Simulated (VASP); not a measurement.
# Ta in VASP: notebook, part 2 of 3

VASP 6.6.1.

## 3. Single point, LDA

Contents of INCAR:

```
PREC = Accurate ; ENCUT = 520
EDIFF = 1E-6 ; ISMEAR = 0
SIGMA = 0.1 ; LREAL = False
LASPH = True ; NELM = 80
ALGO = Fast ; ISIF = 2
LWAVE = False ; LCHARG = False
LDIPOL = True ; IDIPOL = 3
DIPOL = 0.5 0.5 0.498 ; NBANDS = 30
```

Contents of KPOINTS:

```
Automatic mesh
0
Gamma
  9 9 1
```

Contents of POSCAR:

```
Ta
1.0
    3.2528501163      0.0000000000      0.0000000000
    0.0000000000      3.2528501163      0.0000000000
    0.0000000000      0.0000000000     18.8792751745
Ta
4
Direct
    0.5000000000      0.5000000000      0.3707769464
    0.0000000000      0.0000000000      0.4569256488
    0.5000000000      0.5000000000      0.5422268834
    0.0000000000      0.0000000000      0.6204367198
```

Potentials or basis: VASP PAW LDA potentials, release 64 (Ta_pv).

Command:

```sh
> cat potpaw_LDA.64/Ta_pv/POTCAR > POTCAR
> mpirun -np 1 vasp_std > vasp.out
```

OUTCAR:

```text
PREC = Accurate
   ENCUT = 520
   EDIFF = 1E-6
   ISMEAR = 0
   LREAL = False
   LASPH = True
   NELM = 80
   ISIF = 2

 ion  position               nearest neighbor table
   1  0.500  0.500  0.371-   2 2.82   2 2.82   2 2.82   2 2.82   3 3.24
   2  0.000  0.000  0.457-   3 2.81   3 2.81   3 2.81   3 2.81   1 2.82   1 2.82   1 2.82   1 2.82
                             4 3.09
   3  0.500  0.500  0.542-   4 2.73   4 2.73   4 2.73   4 2.73   2 2.81   2 2.81   2 2.81   2 2.81
                             1 3.24
   4  0.000  0.000  0.620-   3 2.73   3 2.73   3 2.73   3 2.73   2 3.09

  LATTYP: Found a simple tetragonal cell.
 ALAT       =     3.2528501163
 C/A-ratio  =     5.8039179487

  Lattice vectors:

 A1 = (   3.2528501163,   0.0000000000,   0.0000000000)
 A2 = (   0.0000000000,   3.2528501163,   0.0000000000)
 A3 = (   0.0000000000,   0.0000000000,  18.8792751745)

Analysis of symmetry for initial positions (statically):
=====================================================================
 Subroutine PRICEL returns:
 Original cell was already a primitive cell.

 Routine SETGRP: Setting up the symmetry group for a
 simple tetragonal supercell.

 Subroutine GETGRP returns: Found  8 space group operations
 (whereof  8 operations were pure point group operations)
 out of a pool of 16 trial point group operations.

The static configuration has the point symmetry C_4v.

Analysis of symmetry for dynamics (positions and initial velocities):
=====================================================================
 Subroutine PRICEL returns:
 Original cell was already a primitive cell.

 Routine SETGRP: Setting up the symmetry group for a
 simple tetragonal supercell.

 Subroutine GETGRP returns: Found  8 space group operations
 (whereof  8 operations were pure point group operations)
 out of a pool of 16 trial point group operations.

The dynamic configuration has the point symmetry C_4v.

 Subroutine INISYM returns: Found  8 space group operations
 (whereof  8 operations are pure point group operations),
 and found     1 'primitive' translations

----------------------------------------------------------------------------------------

                                     Primitive cell

  volume of cell :     199.7623

  direct lattice vectors                    reciprocal lattice vectors
     3.252850116  0.000000000  0.000000000     0.307422711  0.000000000  0.000000000
     0.000000000  3.252850116  0.000000000     0.000000000  0.307422711  0.000000000
     0.000000000  0.000000000 18.879275174     0.000000000  0.000000000  0.052968135

  length of vectors
     3.252850116  3.252850116 18.879275174     0.307422711  0.307422711  0.052968135

  position of ions in fractional coordinates (direct lattice)
     0.500000000  0.500000000  0.370776946
     0.000000000  0.000000000  0.456925649
     0.500000000  0.500000000  0.542226883
     0.000000000  0.000000000  0.620436720

  ion indices of the primitive-cell ions
   primitive index   ion index
                 1           1
                 2           2
                 3           3
                 4           4

----------------------------------------------------------------------------------------
[... 39 lines left out ...]
  0.333333  0.333333  0.000000      4.000000
  0.444444  0.333333  0.000000      8.000000
  0.444444  0.444444  0.000000      4.000000
   k-points           NKPTS =     15   k-points in BZ     NKDIM =     15   number of bands    NBANDS=     30
   number of dos      NEDOS =    301   number of ions     NIONS =      4
   total plane-waves  NPLWV =  80640
   dimension x,y,z NGX =    24 NGY =   24 NGZ =  140
   dimension x,y,z NGXF=    48 NGYF=   48 NGZF=  280
   ions per type =               4
   NGX,Y,Z   is equivalent  to a cutoff of  12.27, 12.27, 12.33 a.u.
   NGXF,Y,Z  is equivalent  to a cutoff of  24.53, 24.53, 24.66 a.u.
 SYSTEM =  unknown system
   PREC   = accura    normal or accurate (medium, high low for compatibility)
   ISTART =      0    job   : 0-new  1-cont  2-samecut
   ICHARG =      2    charge: 1-file 2-atom 10-const
   ISPIN  =      1    spin polarized calculation?
   LNONCOLLINEAR =      F non collinear calculations
   LSORBIT =      F    spin-orbit coupling
   LASPH  =      T    aspherical Exc in radial PAW
   ENCUT  =  520.0 eV  38.22 Ry    6.18 a.u.   6.05  6.05 35.10*2*pi/ulx,y,z
   NELM   =     80;   NELMIN=  2; NELMDL= -5     # of ELM steps
   EDIFF  = 0.1E-05   stopping-criterion for ELM
   LREAL  =      F    real-space projection
   EDIFFG = 0.1E-04   stopping-criterion for IOM
   NSW    =      0    number of steps for IOM
   IBRION =     -1    ionic relax: 0-MD 1-quasi-New 2-CG
   NFREE  =      0    steps in history (QN), initial steepest desc. (CG)
   ISIF   =      2    stress and relaxation
   ISYM   =      2    0-nonsym 1-usesym 2-fastsym
   POTIM  = 0.5000    time-step for ionic-motion
   TEBEG  =    0.0;   TEEND  =   0.0 temperature during run
   PSTRESS=    0.0 pullay stress
   NELECT =      44.0000    total number of electrons
   NUPDOWN=      -1.0000    fix difference up-down
   EMIN   =  10.00;   EMAX   =-10.00  energy-range for DOS
   EFERMI =   0.00;   METHOD = LEGACY
   ISMEAR =     0;   SIGMA  =   0.10  broadening in eV -4-tet -1-fermi 0-gaus
   EFERMI_NEDOS =   21; number of points for ismear=-14 and -15
   IALGO  =     68    algorithm
   IMIX   =      4    mixing-type and parameters
     AMIX     =   0.40;   BMIX     =  1.00
     AMIX_MAG =   1.60;   BMIX_MAG =  1.00
  volume/ion in A,a.u.               =      49.94       337.02
  Fermi-wavevector in a.u.,A,eV,Ry     =   0.988677  1.868329 13.299462  0.977483
  Thomas-Fermi vector in A             =   2.120221
   LORBIT       =      0    0 simple, 1 ext, 2 COOP (PROOUT), +10 PAW based schemes
   GGA     = CA    functional components
   LHFCALC =     F    Hartree Fock is set to
   AEXX    =    0.0000 exact exchange contribution
   IVDW    =     0    specifies the selected vdW correction
   LEPSILON=     F    determine dielectric tensor
   LRPA    =     F    only Hartree local field effects (RPA)
 non-spin polarized calculation
 RMM-DIIS sequential band-by-band and
 Gauss-broadening in eV      SIGMA  =   0.10
  energy-cutoff  :      520.00
  volume of cell :      199.76
 maximum number of plane-waves:      5420
   NGX = 13   NGY = 13   NGZ = 71

 dipolmoment           0.000000      0.000000      0.005065 electrons x Angstroem

 number of electron      44.0000010 magnetization

 dipolmoment           0.000000      0.000000     -0.010251 electrons x Angstroem

 Free energy of the ion-electron system (eV)
  ---------------------------------------------------
  ext. energy  EPLUGINS =         0.00000000
  ---------------------------------------------------
  free energy    TOTEN  =       -47.09847947 eV

  energy without entropy =      -47.07257748  energy(sigma->0) =      -47.08552847

 E-fermi :  -0.3800     XC(G=0):  -5.8076

 val. band max:       -0.3890963845   @ k =   0.1111   0.0000   0.0000
 cond. band min:      -0.3692275055   @ k =   0.0000   0.0000   0.0000
 fundamental gap:      0.0198688790
 Fermi energy:        -0.3800052335

 k-point     1 :       0.0000    0.0000    0.0000
  band No.  band energies     occupation
      1     -35.0555      2.00000
      2     -34.9201      2.00000
      3     -34.8666      2.00000
      4     -34.8666      2.00000
      5     -34.7545      2.00000
      6     -34.7545      2.00000
[... 484 lines left out ...]
     29       3.6124      0.00000
     30       3.7675      0.00000

------------------------ aborting loop because EDIFF is reached ----------------------------------------

 vacuum level on the upper side and lower side of the slab       (xc-potential included)        -0.268        -0.123

  FORCE on cell =-STRESS in cart. coord.  units (eV):
  Direction    XX          YY          ZZ          XY          YZ          ZX
  --------------------------------------------------------------------------------------
  -------------------------------------------------------------------------------------
  Total       -4.4015179     -4.4015179     -1.0390633      0.0000000      0.0000000      0.0000000
  in kB      -35.3020266    -35.3020266     -8.3337246      0.0000000      0.0000000      0.0000000
  external PRESSURE =     -26.3125926 kB  Pullay stress =       0.0000000 kB

 VOLUME and BASIS-vectors are now :
 -----------------------------------------------------------------------------
  energy-cutoff  :      520.00
  volume of cell :      199.76
      direct lattice vectors                 reciprocal lattice vectors
     3.252850116  0.000000000  0.000000000     0.307422711  0.000000000  0.000000000
     0.000000000  3.252850116  0.000000000     0.000000000  0.307422711  0.000000000
     0.000000000  0.000000000 18.879275174     0.000000000  0.000000000  0.052968135

 POSITION                                       TOTAL-FORCE (eV/Angst)
 -----------------------------------------------------------------------------------
      1.62643      1.62643      7.00000        -0.000000      0.000000      0.749947
      0.00000      0.00000      8.62643         0.000000      0.000000     -0.813773
      1.62643      1.62643     10.23685        -0.000000     -0.000000     -0.002096
      0.00000      0.00000     11.71340        -0.000000      0.000000      0.065922
 -----------------------------------------------------------------------------------
    total drift:                                0.000000      0.000000     -0.000191

  FREE ENERGIE OF THE ION-ELECTRON SYSTEM (eV)
  ---------------------------------------------------
  free  energy   TOTEN  =       -47.0984794656 eV

  energy  without entropy=      -47.0725774823  energy(sigma->0) =      -47.08552847

 vacuum level on the upper side and lower side of the slab         3.528         3.685
```

OSZICAR:

```text
N       E                     dE             d eps       ncg     rms          rms(c)
DAV:   1     0.327649517623E+03    0.32765E+03   -0.25090E+04  1140   0.128E+03
DAV:   2    -0.385964256979E+02   -0.36625E+03   -0.35785E+03  1112   0.340E+02
DAV:   3    -0.522117233585E+02   -0.13615E+02   -0.13115E+02  1156   0.592E+01
[... 18 lines left out ...]
RMM:  22    -0.470984481353E+02   -0.25412E-04   -0.32701E-06   872   0.432E-03    0.242E-03
RMM:  23    -0.470984755921E+02   -0.27457E-04   -0.40511E-06   847   0.472E-03    0.279E-03
RMM:  24    -0.470984774974E+02   -0.19054E-05   -0.47383E-07   670   0.232E-03    0.156E-03
RMM:  25    -0.470984792275E+02   -0.17300E-05   -0.55303E-07   700   0.257E-03    0.732E-04
RMM:  26    -0.470984794656E+02   -0.23812E-06   -0.11352E-07   441   0.114E-03
   1 F= -.47098479E+02 E0= -.47085528E+02  d E =-.259020E-01
```

stdout:

```text
POSCAR found type information on POSCAR Ta
 POSCAR found :  1 types and       4 ions
 scaLAPACK will be used
 LDA part: xc-table for (Slater(with rela. corr.)+CA(PZ))
 , standard interpolation
 POSCAR, INCAR and KPOINTS ok, starting setup
 FFT: planning ... GRIDC
 FFT: planning ... GRID_SOFT
 FFT: planning ... GRID
 WAVECAR not read
 entering main loop
```

Run time: 3.3 min. Hardware: 1 thread of Intel Xeon Platinum 8259CL at 2.50GHz (Skylake/Cascade Lake), shared host; peak memory 0.25 GiB.

What came out:

| Property | Result |
| --- | --- |
| Free energy | -47.0985 eV |
| Largest force | 0.814 eV/Å |
| Band gap on the k mesh | zero (bands 22 and 23 overlap by 0.39 eV) |

Forces in eV/Å, atoms in the order of the input:
```
Ta   0.000  0.000  0.750
Ta   0.000  0.000 -0.814
Ta   0.000  0.000 -0.002
Ta   0.000  0.000  0.066
```

Caveat: spin-orbit coupling is left out, which moves the levels of the heavy elements.

(Part 2 of 3 ends here.)
